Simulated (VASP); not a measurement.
# La (P6_3/mmc) in VASP: a series of runs

Runs on La. Level: PBE. Tasks: single point.

Everything below comes from runs of VASP 6.6.1. Logs are shortened: lines on timing, memory, paths and dates and some standing lists are left out, and cuts for length are marked.

### Step 1. The cell of the first run

The structure is hexagonal, space group P6_3/mmc (No. 194). The conventional cell has a = 3.769 Å, b = 3.769 Å, c = 6.009 Å, α = 90.00°, β = 90.00°, γ = 120.00°. Within 4.9 Å of La (site symmetry -6m2) lie 12 La at 3.71 to 3.77 Å.

### Step 2. Single point, PBE (z stretched by -1 % at fixed volume)

File INCAR:

```
PREC = Accurate
ENCUT = 520
EDIFF = 1E-6
ISMEAR = -1
SIGMA = 0.05
LREAL = False
LASPH = True
NELM = 80
ALGO = Normal
ISIF = 2
LWAVE = False
LCHARG = False
GGA = PE
NBANDS = 18
```

File KPOINTS:

```
regular mesh
0
Gamma
  11 11 6
```

File POSCAR:

```
La
1.0
    3.7688938684      0.0000000000      0.0000000000
   -1.8844469342      3.2639578342      0.0000000000
    0.0000000000      0.0000000000      6.0093000000
La
2
Direct
    0.3333333333      0.6666666667      0.2500000000
    0.6666666667      0.3333333333      0.7500000000
```

Potentials or basis: VASP PAW PBE potentials, release 64 (La).

The run is started by

```sh
cat potpaw_PBE.64/La/POTCAR > POTCAR
mpirun -np 1 vasp_std > vasp.out
```

OUTCAR:

```text
PREC = Accurate
   ENCUT = 520
   EDIFF = 1E-6
   ISMEAR = -1
   LREAL = False
   LASPH = True
   NELM = 80
   ISIF = 2
   GGA = PE

 ion  position               nearest neighbor table
   1  0.333  0.667  0.250-
   2  0.667  0.333  0.750-

  LATTYP: Found a hexagonal cell.
 ALAT       =     3.7688938684
 C/A-ratio  =     1.5944465962

  Lattice vectors:

 A1 = (   3.7688938684,   0.0000000000,   0.0000000000)
 A2 = (  -1.8844469342,   3.2639578342,   0.0000000000)
 A3 = (   0.0000000000,   0.0000000000,   6.0093000000)

Analysis of symmetry for initial positions (statically):
=====================================================================
 Subroutine PRICEL returns:
 Original cell was already a primitive cell.

 Routine SETGRP: Setting up the symmetry group for a
 hexagonal supercell.

 Subroutine GETGRP returns: Found 24 space group operations
 (whereof 12 operations were pure point group operations)
 out of a pool of 24 trial point group operations.

The static configuration has the point symmetry D_3d.
 The point group associated with its full space group is D_6h.

Analysis of symmetry for dynamics (positions and initial velocities):
=====================================================================
 Subroutine PRICEL returns:
 Original cell was already a primitive cell.

 Routine SETGRP: Setting up the symmetry group for a
 hexagonal supercell.

 Subroutine GETGRP returns: Found 24 space group operations
 (whereof 12 operations were pure point group operations)
 out of a pool of 24 trial point group operations.

The dynamic configuration has the point symmetry D_3d.
 The point group associated with its full space group is D_6h.

 Subroutine INISYM returns: Found 24 space group operations
 (whereof 12 operations are pure point group operations),
 and found     1 'primitive' translations

----------------------------------------------------------------------------------------

                                     Primitive cell

  volume of cell :      73.9235

  direct lattice vectors                    reciprocal lattice vectors
[... 79 lines left out ...]
   ISTART =      0    job   : 0-new  1-cont  2-samecut
   ICHARG =      2    charge: 1-file 2-atom 10-const
   ISPIN  =      1    spin polarized calculation?
   LNONCOLLINEAR =      F non collinear calculations
   LSORBIT =      F    spin-orbit coupling
   LASPH  =      T    aspherical Exc in radial PAW
   ENCUT  =  520.0 eV  38.22 Ry    6.18 a.u.   7.01  7.01 11.17*2*pi/ulx,y,z
   NELM   =     80;   NELMIN=  2; NELMDL= -5     # of ELM steps
   EDIFF  = 0.1E-05   stopping-criterion for ELM
   LREAL  =      F    real-space projection
   EDIFFG = 0.1E-04   stopping-criterion for IOM
   NSW    =      0    number of steps for IOM
   IBRION =     -1    ionic relax: 0-MD 1-quasi-New 2-CG
   NFREE  =      0    steps in history (QN), initial steepest desc. (CG)
   ISIF   =      2    stress and relaxation
   ISYM   =      2    0-nonsym 1-usesym 2-fastsym
   POTIM  = 0.5000    time-step for ionic-motion
   TEBEG  =    0.0;   TEEND  =   0.0 temperature during run
   PSTRESS=    0.0 pullay stress
   NELECT =      22.0000    total number of electrons
   NUPDOWN=      -1.0000    fix difference up-down
   EMIN   =  10.00;   EMAX   =-10.00  energy-range for DOS
   EFERMI =   0.00;   METHOD = LEGACY
   ISMEAR =    -1;   SIGMA  =   0.05  broadening in eV -4-tet -1-fermi 0-gaus
   EFERMI_NEDOS =   21; number of points for ismear=-14 and -15
   IALGO  =     38    algorithm
   IMIX   =      4    mixing-type and parameters
     AMIX     =   0.40;   BMIX     =  1.00
     AMIX_MAG =   1.60;   BMIX_MAG =  1.00
  volume/ion in A,a.u.               =      36.96       249.43
  Fermi-wavevector in a.u.,A,eV,Ry     =   1.093004  2.065477 16.254295  1.194657
  Thomas-Fermi vector in A             =   2.229280
   LORBIT       =      0    0 simple, 1 ext, 2 COOP (PROOUT), +10 PAW based schemes
   GGA     = PE    functional components
   LHFCALC =     F    Hartree Fock is set to
   AEXX    =    0.0000 exact exchange contribution
   IVDW    =     0    specifies the selected vdW correction
   LEPSILON=     F    determine dielectric tensor
   LRPA    =     F    only Hartree local field effects (RPA)
 non-spin polarized calculation
  energy-cutoff  :      520.00
  volume of cell :       73.92
 maximum number of plane-waves:      2006
 NGX is ok and might be reduce to    28
   NGX = 13   NGY = 13   NGZ = 23

 number of electron      21.9999997 magnetization

 Free energy of the ion-electron system (eV)
  ---------------------------------------------------
  ext. energy  EPLUGINS =         0.00000000
  ---------------------------------------------------
  free energy    TOTEN  =        -9.72473995 eV

  energy without entropy =       -9.69178659  energy(sigma->0) =       -9.70826327

 E-fermi :   7.9035     XC(G=0):  -9.5800

 val. band max:        7.8951840892   @ k =   0.1818   0.1818   0.3333
 cond. band min:       7.9228142973   @ k =   0.0909   0.0909   0.5000
 fundamental gap:      0.0276302081
 Fermi energy:         7.9034937280

 k-point     1 :       0.0000    0.0000    0.0000
  band No.  band energies     occupation
      1     -24.9501      2.00000
      2     -24.7322      2.00000
      3      -9.3595      2.00000
      4      -8.1582      2.00000
      5      -8.1582      2.00000
      6      -7.9568      2.00000
[... 481 lines left out ...]
      5      -8.5222      2.00000
      6      -8.2906      2.00000
[... 10 lines left out ...]
     17       9.6939      0.00000
     18       9.7377      0.00000

 [... further k-points ...]

------------------------ aborting loop because EDIFF is reached ----------------------------------------

  FORCE on cell =-STRESS in cart. coord.  units (eV):
  Direction    XX          YY          ZZ          XY          YZ          ZX
  --------------------------------------------------------------------------------------
  -------------------------------------------------------------------------------------
  Total        0.2268068      0.2268068      0.3254394      0.0000000      0.0000000     -0.0000000
  in kB        4.9156891      4.9156891      7.0533981      0.0000000      0.0000000     -0.0000000
  external PRESSURE =       5.6282588 kB  Pullay stress =       0.0000000 kB

 VOLUME and BASIS-vectors are now :
 -----------------------------------------------------------------------------
  energy-cutoff  :      520.00
  volume of cell :       73.92
      direct lattice vectors                 reciprocal lattice vectors
     3.768893868  0.000000000  0.000000000     0.265329838  0.153188253  0.000000000
    -1.884446934  3.263957834  0.000000000     0.000000000  0.306376507  0.000000000
     0.000000000  0.000000000  6.009300000     0.000000000  0.000000000  0.166408733

 POSITION                                       TOTAL-FORCE (eV/Angst)
 -----------------------------------------------------------------------------------
     -0.00000      2.17597      1.50232         0.000000      0.000000      0.000000
      1.88445      1.08799      4.50697        -0.000000      0.000000      0.000000
 -----------------------------------------------------------------------------------
    total drift:                               -0.000000      0.000000     -0.000000

  FREE ENERGIE OF THE ION-ELECTRON SYSTEM (eV)
  ---------------------------------------------------
  free  energy   TOTEN  =        -9.7247399482 eV

  energy  without entropy=       -9.6917865926  energy(sigma->0) =       -9.70826327
```

OSZICAR:

```text
N       E                     dE             d eps       ncg     rms          rms(c)
DAV:   1     0.253965727514E+03    0.25397E+03   -0.80269E+03  2312   0.168E+03
DAV:   2     0.275730342329E+02   -0.22639E+03   -0.22326E+03  3328   0.304E+02
DAV:   3    -0.624309142607E+01   -0.33816E+02   -0.32970E+02  3790   0.137E+02
DAV:   4    -0.945619076601E+01   -0.32131E+01   -0.31840E+01  4594   0.389E+01
DAV:   5    -0.969259835998E+01   -0.23641E+00   -0.23567E+00  3656   0.971E+00    0.334E+00
DAV:   6    -0.972093538651E+01   -0.28337E-01   -0.45945E-01  4592   0.477E+00    0.171E+00
DAV:   7    -0.971726805685E+01    0.36673E-02   -0.53703E-02  3776   0.181E+00    0.506E-01
DAV:   8    -0.972142927143E+01   -0.41612E-02   -0.24106E-02  4560   0.121E+00    0.219E-01
DAV:   9    -0.972117424815E+01    0.25502E-03   -0.44527E-04  3752   0.158E-01    0.233E-01
DAV:  10    -0.972461552685E+01   -0.34413E-02   -0.11603E-02  4016   0.756E-01    0.126E-01
DAV:  11    -0.972473955151E+01   -0.12402E-03   -0.88672E-04  4592   0.244E-01    0.101E-01
DAV:  12    -0.972473587799E+01    0.36735E-05   -0.44684E-05  3704   0.569E-02    0.914E-02
DAV:  13    -0.972475185933E+01   -0.15981E-04   -0.24207E-04  4248   0.158E-01    0.193E-02
DAV:  14    -0.972474785472E+01    0.40046E-05   -0.97240E-06  4032   0.398E-02    0.286E-02
DAV:  15    -0.972474013559E+01    0.77191E-05   -0.40372E-05  4008   0.666E-02    0.723E-03
DAV:  16    -0.972473994821E+01    0.18738E-06   -0.15081E-06  3264   0.190E-02
   1 F= -.97247399E+01 E0= -.97082633E+01  d E =-.329534E-01
```

stdout:

```text
POSCAR found type information on POSCAR La
 POSCAR found :  1 types and       2 ions
 scaLAPACK will be used
 LDA part: xc-table for (Slater+PW92), standard interpolation
 POSCAR, INCAR and KPOINTS ok, starting setup
 FFT: planning ... GRIDC
 FFT: planning ... GRID_SOFT
 FFT: planning ... GRID
 WAVECAR not read
 entering main loop
```

Run time: 59 s. Hardware: 1 thread of AMD EPYC 9R45 (Zen 5), shared host; peak memory 0.21 GiB.

Results:

```yaml
Free_energy: -9.7247 eV
Pressure: 0.6 GPa
Band_gap_on_the_k_mesh: zero (bands 11 and 12 overlap by 1.50 eV)
```

Stress tensor (GPa, compression positive):
```
0.49 0.00 0.00
0.00 0.49 0.00
0.00 0.00 0.71
```

Caveat: spin-orbit coupling is left out, which moves the levels of the heavy elements.

### Step 3. Single point, PBE (z stretched by +1 % at fixed volume)

File INCAR:

```
SYSTEM = La
  PREC = Accurate
  ENCUT = 520
  EDIFF = 1E-6
  ISMEAR = -1
  SIGMA = 0.05
  LREAL = .False.
  LASPH = .True.
  NELM = 60
  ALGO = Normal
  ISIF = 2
  LWAVE = .False.
  LCHARG = .False.
  GGA = PE
  NBANDS = 18
```

File KPOINTS:

```
Automatic mesh
0
Gamma
  11 11 6
  0 0 0
```

File POSCAR:

```
La
1.0
    3.7313915038      0.0000000000      0.0000000000
   -1.8656957518      3.2314798337      0.0000000000
    0.0000000000      0.0000000000      6.1307000000
La
2
Direct
    0.3333333333      0.6666666667      0.2500000000
    0.6666666667      0.3333333333      0.7500000000
```

Potentials or basis: VASP PAW PBE potentials, release 64 (La).

The run is started by

```sh
cat potpaw_PBE.64/La/POTCAR > POTCAR
mpirun -np 1 vasp_std > vasp.out
```

It took 57 s on 1 thread of AMD EPYC 9R45 (Zen 5), shared host; peak memory 0.21 GiB.

The run converged. Its results:

```
Free energy            : -9.7230 eV
Pressure               : 0.5 GPa
Band gap on the k mesh : zero (bands 11 and 12 overlap by 1.46 eV)
```

Stress tensor (GPa, compression positive):
```
0.68 0.00 0.00
0.00 0.68 0.00
0.00 0.00 0.14
```

Levels at points of the mesh, in eV from the Fermi level:
```
           k point  band 9  band 10  band 11  band 12  band 13  band 14
(0.00, 0.00, 0.00)   -3.16    -1.73     1.06     1.37     1.37     1.55
(0.00, 0.00, 0.50)   -1.87    -1.87     0.58     0.58     1.43     1.43
```

Caveat: spin-orbit coupling is left out, which moves the levels of the heavy elements.

The gap in the log of VASP goes by the Fermi energy; the results here count the filled bands.